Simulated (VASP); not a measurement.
# La (Fm-3m) in VASP: single point with PBE

Aim: the single point of La with PBE.

Program: VASP 6.6.1. These are calculated values, not measurements. Logs are shortened: lines on timing, memory, paths and dates and some standing lists are left out, and cuts for length are marked.

### 1 The cell of the first run

The structure is cubic, space group Fm-3m (No. 225). Conventional cell: a = 5.305 Å, b = 5.305 Å, c = 5.305 Å, α = 90.00°, β = 90.00°, γ = 90.00°. Within 4.9 Å of La (site symmetry m-3m) lie 12 La at 3.75 Å.

### 2 Single point, PBE

INCAR reads:

```
PREC = Accurate
ENCUT = 520
EDIFF = 1E-6
ISMEAR = 0
SIGMA = 0.05
LREAL = False
LASPH = True
NELM = 60
ALGO = Normal
ISIF = 2
LWAVE = False
LCHARG = True
GGA = PE
LELF = True
LVHAR = True
NBANDS = 12
```

KPOINTS reads:

```
Automatic mesh
0
Gamma
  6 6 6
```

POSCAR reads:

```
La
1.0
    0.0000000000      2.6525364347      2.6525364347
    2.6525364347      0.0000000000      2.6525364347
    2.6525364347      2.6525364347      0.0000000000
La
1
Direct
    0.0000000000      0.0000000000      0.0000000000
```

Potentials or basis: VASP PAW PBE potentials, release 64 (La).

Run with:

```
$ cat potpaw_PBE.64/La/POTCAR > POTCAR
$ mpirun -np 1 vasp_std > vasp.out
```

OUTCAR:

```text
PREC = Accurate
   ENCUT = 520
   EDIFF = 1E-6
   ISMEAR = 0
   LREAL = False
   LASPH = True
   NELM = 60
   ISIF = 2
   GGA = PE

 ion  position               nearest neighbor table
   1  0.000  0.000  0.000-

  LATTYP: Found a face centered cubic cell.
 ALAT       =     5.3050728694

  Lattice vectors:

 A1 = (   0.0000000000,   2.6525364347,   2.6525364347)
 A2 = (   2.6525364347,   0.0000000000,   2.6525364347)
 A3 = (   2.6525364347,   2.6525364347,   0.0000000000)

Analysis of symmetry for initial positions (statically):
=====================================================================
 Subroutine PRICEL returns:
 Original cell was already a primitive cell.

 Routine SETGRP: Setting up the symmetry group for a
 face centered cubic supercell.

 Subroutine GETGRP returns: Found 48 space group operations
 (whereof 48 operations were pure point group operations)
 out of a pool of 48 trial point group operations.

The static configuration has the point symmetry O_h .

Analysis of symmetry for dynamics (positions and initial velocities):
=====================================================================
 Subroutine PRICEL returns:
 Original cell was already a primitive cell.

 Routine SETGRP: Setting up the symmetry group for a
 face centered cubic supercell.

 Subroutine GETGRP returns: Found 48 space group operations
 (whereof 48 operations were pure point group operations)
 out of a pool of 48 trial point group operations.

The dynamic configuration has the point symmetry O_h .

 Subroutine INISYM returns: Found 48 space group operations
 (whereof 48 operations are pure point group operations),
 and found     1 'primitive' translations

----------------------------------------------------------------------------------------

                                     Primitive cell

  volume of cell :      37.3262

  direct lattice vectors                    reciprocal lattice vectors
     0.000000000  2.652536435  2.652536435    -0.188498825  0.188498825  0.188498825
     2.652536435  0.000000000  2.652536435     0.188498825 -0.188498825  0.188498825
     2.652536435  2.652536435  0.000000000     0.188498825  0.188498825 -0.188498825

  length of vectors
     3.751253001  3.751253001  3.751253001     0.326489541  0.326489541  0.326489541

  position of ions in fractional coordinates (direct lattice)
     0.000000000  0.000000000  0.000000000

  ion indices of the primitive-cell ions
   primitive index   ion index
                 1           1

----------------------------------------------------------------------------------------

 KPOINTS: Automatic mesh

Automatic generation of k-mesh.
 Grid dimensions read from file:
 generate k-points for:    6    6    6

 Generating k-lattice:

  Cartesian coordinates                     Fractional coordinates (reciprocal lattice)
    -0.031416471  0.031416471  0.031416471     0.166666667  0.000000000  0.000000000
     0.031416471 -0.031416471  0.031416471     0.000000000  0.166666667  0.000000000
     0.031416471  0.031416471 -0.031416471     0.000000000  0.000000000  0.166666667

  Length of vectors
     0.054414924  0.054414924  0.054414924

  Shift w.r.t. Gamma in fractional coordinates (k-lattice)
     0.000000000  0.000000000  0.000000000

 Subroutine IBZKPT returns following result:
 ===========================================

 Found     16 irreducible k-points:

 Following reciprocal coordinates:
            Coordinates               Weight
  0.000000  0.000000  0.000000      1.000000
  0.166667  0.000000  0.000000      8.000000
  0.333333  0.000000  0.000000      8.000000
  0.500000  0.000000  0.000000      4.000000
  0.166667  0.166667  0.000000      6.000000
  0.333333  0.166667  0.000000     24.000000
[... 8 lines left out ...]
 -0.333333  0.333333  0.166667     24.000000
 -0.333333  0.500000  0.166667     12.000000
   k-points           NKPTS =     16   k-points in BZ     NKDIM =     16   number of bands    NBANDS=     12
   number of dos      NEDOS =    301   number of ions     NIONS =      1
   total plane-waves  NPLWV =  21952
   dimension x,y,z NGX =    28 NGY =   28 NGZ =   28
   dimension x,y,z NGXF=    56 NGYF=   56 NGZF=   56
   ions per type =               1
   NGX,Y,Z   is equivalent  to a cutoff of  12.41, 12.41, 12.41 a.u.
   NGXF,Y,Z  is equivalent  to a cutoff of  24.82, 24.82, 24.82 a.u.
 SYSTEM =  unknown system
   PREC   = accura    normal or accurate (medium, high low for compatibility)
   ISTART =      0    job   : 0-new  1-cont  2-samecut
   ICHARG =      2    charge: 1-file 2-atom 10-const
   ISPIN  =      1    spin polarized calculation?
   LNONCOLLINEAR =      F non collinear calculations
   LSORBIT =      F    spin-orbit coupling
   LASPH  =      T    aspherical Exc in radial PAW
   ENCUT  =  520.0 eV  38.22 Ry    6.18 a.u.   6.97  6.97  6.97*2*pi/ulx,y,z
   NELM   =     60;   NELMIN=  2; NELMDL= -5     # of ELM steps
   EDIFF  = 0.1E-05   stopping-criterion for ELM
   LREAL  =      F    real-space projection
   EDIFFG = 0.1E-04   stopping-criterion for IOM
   NSW    =      0    number of steps for IOM
   IBRION =     -1    ionic relax: 0-MD 1-quasi-New 2-CG
   NFREE  =      0    steps in history (QN), initial steepest desc. (CG)
   ISIF   =      2    stress and relaxation
   ISYM   =      2    0-nonsym 1-usesym 2-fastsym
   POTIM  = 0.5000    time-step for ionic-motion
   TEBEG  =    0.0;   TEEND  =   0.0 temperature during run
   PSTRESS=    0.0 pullay stress
   NELECT =      11.0000    total number of electrons
   NUPDOWN=      -1.0000    fix difference up-down
   EMIN   =  10.00;   EMAX   =-10.00  energy-range for DOS
   EFERMI =   0.00;   METHOD = LEGACY
   ISMEAR =     0;   SIGMA  =   0.05  broadening in eV -4-tet -1-fermi 0-gaus
   EFERMI_NEDOS =   21; number of points for ismear=-14 and -15
   IALGO  =     38    algorithm
   IMIX   =      4    mixing-type and parameters
     AMIX     =   0.40;   BMIX     =  1.00
     AMIX_MAG =   1.60;   BMIX_MAG =  1.00
  volume/ion in A,a.u.               =      37.33       251.89
  Fermi-wavevector in a.u.,A,eV,Ry     =   1.089434  2.058732 16.148307  1.186867
  Thomas-Fermi vector in A             =   2.225637
   LORBIT       =      0    0 simple, 1 ext, 2 COOP (PROOUT), +10 PAW based schemes
   GGA     = PE    functional components
   LHFCALC =     F    Hartree Fock is set to
   AEXX    =    0.0000 exact exchange contribution
   IVDW    =     0    specifies the selected vdW correction
   LEPSILON=     F    determine dielectric tensor
   LRPA    =     F    only Hartree local field effects (RPA)
 non-spin polarized calculation
 Gauss-broadening in eV      SIGMA  =   0.05
  energy-cutoff  :      520.00
  volume of cell :       37.33
 maximum number of plane-waves:      1018
   NGX = 13   NGY = 13   NGZ = 13

 number of electron      10.9999999 magnetization

 Free energy of the ion-electron system (eV)
  ---------------------------------------------------
  ext. energy  EPLUGINS =         0.00000000
  ---------------------------------------------------
  free energy    TOTEN  =        -4.89129757 eV

  energy without entropy =       -4.88829353  energy(sigma->0) =       -4.88979555

 E-fermi :   7.7471     XC(G=0):  -9.5392

 val. band max:        7.7356966366   @ k =   0.3333   0.1667   0.0000
 cond. band min:       7.9771216551   @ k =   0.1667   0.1667   0.0000
 fundamental gap:      0.2414250185
 Fermi energy:         7.7470592054

 k-point     1 :       0.0000    0.0000    0.0000
  band No.  band energies     occupation
      1     -25.0455      2.00000
      2      -8.0505      2.00000
      3      -8.0505      2.00000
      4      -8.0505      2.00000
      5       4.6342      2.00000
      6       9.1313      0.00000
      7       9.3074      0.00000
      8       9.3074      0.00000
      9       9.3074      0.00000
     10       9.6170      0.00000
     11       9.6170      0.00000
     12       9.6170      0.00000

 k-point     2 :       0.1667    0.0000    0.0000
  band No.  band energies     occupation
      1     -24.9986      2.00000
      2      -8.4251      2.00000
      3      -8.0951      2.00000
      4      -8.0951      2.00000
      5       5.3685      2.00000
      6       8.3760      0.00000
      7       9.3583      0.00000
      8       9.3583      0.00000
      9       9.4877      0.00000
     10       9.6251      0.00000
     11       9.6252      0.00000
     12       9.9358      0.00000

 k-point     3 :       0.3333    0.0000    0.0000
  band No.  band energies     occupation
      1     -24.9026      2.00000
      2      -9.1025      2.00000
      3      -8.1822      2.00000
      4      -8.1822      2.00000
      5       6.1555      2.00000
      6       8.8318      0.00000
      7       9.2367      0.00000
      8       9.2367      0.00000
      9       9.2873      0.00000
     10       9.6421      0.00000
     11       9.6422      0.00000
     12      10.1820      0.00000

 k-point     4 :       0.5000    0.0000    0.0000
  band No.  band energies     occupation
      1     -24.8535      2.00000
      2      -9.4136      2.00000
      3      -8.2248      2.00000
      4      -8.2247      2.00000
      5       6.1161      2.00000
      6       9.1017      0.00000
      7       9.1017      0.00000
      8       9.1425      0.00000
      9       9.6494      0.00000
     10       9.6495      0.00000
     11       9.6622      0.00000
     12      10.0874      0.00000

 k-point     5 :       0.1667    0.1667    0.0000
  band No.  band energies     occupation
      1     -24.9831      2.00000
      2      -8.4124      2.00000
      3      -8.1769      2.00000
      4      -8.1769      2.00000
      5       5.6232      2.00000
      6       7.9771      0.00000
      7       9.1893      0.00000
      8       9.4830      0.00000
      9       9.4830      0.00000
     10       9.7622      0.00000
     11       9.7622      0.00000
     12       9.8587      0.00000
[... 108 lines left out ...]
      1     -24.7906      2.00000
      2      -9.3178      2.00000
      3      -8.5351      2.00000
      4      -8.5351      2.00000
      5       5.8504      2.00000
      6       6.4488      2.00000
      7       9.7038      0.00000
      8       9.7092      0.00000
      9       9.7092      0.00000
     10       9.7202      0.00000
     11      10.0103      0.00000
     12      10.0106      0.00000

 k-point    14 :       0.5000    0.3333    0.1667
  band No.  band energies     occupation
      1     -24.8387      2.00000
      2      -9.0783      2.00000
      3      -8.6117      2.00000
      4      -8.3512      2.00000
      5       7.1778      2.00000
      6       7.5634      2.00000
      7       8.2138      0.00000
      8       9.6516      0.00000
      9       9.6900      0.00000
     10       9.7040      0.00000
     11       9.9503      0.00000
     12      10.0268      0.00000

 k-point    15 :      -0.3333    0.3333    0.1667
  band No.  band energies     occupation
      1     -24.8059      2.00000
      2      -9.1162      2.00000
      3      -8.7772      2.00000
      4      -8.4292      2.00000
      5       7.2823      2.00000
      6       7.6382      1.99792
      7       8.6401      0.00000
      8       9.3726      0.00000
      9       9.6741      0.00000
     10       9.7231      0.00000
     11      10.0480      0.00000
     12      10.0896      0.00000

 k-point    16 :      -0.3333    0.5000    0.1667
  band No.  band energies     occupation
      1     -24.7901      2.00000
      2      -9.1370      2.00000
      3      -8.7470      2.00000
      4      -8.5595      2.00000
      5       6.6156      2.00000
      6       7.3116      2.00000
      7       9.1828      0.00000
      8       9.3918      0.00000
      9       9.7397      0.00000
     10       9.7440      0.00000
     11      10.0497      0.00000
     12      10.0545      0.00000

------------------------ aborting loop because EDIFF is reached ----------------------------------------

  FORCE on cell =-STRESS in cart. coord.  units (eV):
  Direction    XX          YY          ZZ          XY          YZ          ZX
  --------------------------------------------------------------------------------------
  -------------------------------------------------------------------------------------
  Total       -0.0311944     -0.0311944     -0.0311944     -0.0000000      0.0000000      0.0000000
  in kB       -1.3389762     -1.3389762     -1.3389762     -0.0000000      0.0000000      0.0000000
  external PRESSURE =      -1.3389762 kB  Pullay stress =       0.0000000 kB

 VOLUME and BASIS-vectors are now :
 -----------------------------------------------------------------------------
  energy-cutoff  :      520.00
  volume of cell :       37.33
      direct lattice vectors                 reciprocal lattice vectors
     0.000000000  2.652536435  2.652536435    -0.188498825  0.188498825  0.188498825
     2.652536435  0.000000000  2.652536435     0.188498825 -0.188498825  0.188498825
     2.652536435  2.652536435  0.000000000     0.188498825  0.188498825 -0.188498825

 POSITION                                       TOTAL-FORCE (eV/Angst)
 -----------------------------------------------------------------------------------
      0.00000      0.00000      0.00000         0.000000     -0.000000     -0.000000
 -----------------------------------------------------------------------------------
    total drift:                               -0.000000      0.000000     -0.000000

  FREE ENERGIE OF THE ION-ELECTRON SYSTEM (eV)
  ---------------------------------------------------
  free  energy   TOTEN  =        -4.8912975701 eV

  energy  without entropy=       -4.8882935304  energy(sigma->0) =       -4.88979555
```

Wall time 13 s (1 thread of AMD EPYC 7R13 (Zen 3), shared host); peak memory 0.13 GiB.

Results:

- Free energy: -4.8913 eV
- Pressure: -0.1 GPa

Caveat: spin-orbit coupling is left out, which moves the levels of the heavy elements.
